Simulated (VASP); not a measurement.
A run of VASP 6.6.1:

File INCAR:

```
SYSTEM = NaCl
ALGO = Normal
EDIFF = 1E-6
ENCUT = 520
GGA = PE
ISIF = 2
ISMEAR = 0
LASPH = .True.
LCHARG = .True.
LELF = .True.
LREAL = .False.
LVHAR = .True.
LWAVE = .False.
NBANDS = 14
NELM = 100
PREC = Accurate
SIGMA = 0.022
```

File KPOINTS:

```
k-points
0
Gamma
  8 8 8
  0 0 0
```

Contents of POSCAR:

```
NaCl
1.0
    0.0000000000      2.7940632177      2.7940632177
    2.7940632177      0.0000000000      2.7940632177
    2.7940632177      2.7940632177      0.0000000000
Cl Na
1 1
Direct
    0.5000000000      0.5000000000      0.5000000000
    0.0000000000      0.0000000000      0.0000000000
```

Potentials or basis: VASP PAW PBE potentials, release 64 (Cl, Na_pv).

Command:

```sh
$ cat potpaw_PBE.64/Cl/POTCAR potpaw_PBE.64/Na_pv/POTCAR > POTCAR
$ mpirun -np 1 vasp_std > vasp.out
```

Hardware: 1 thread of Intel Xeon 6975P-C (shared host).

Estimate the wall time of this run.

Wall time 18 s on 1 thread of Intel Xeon 6975P-C (shared host), peak memory 0.16 GiB. Counts: scf iterations 12, k points 29.
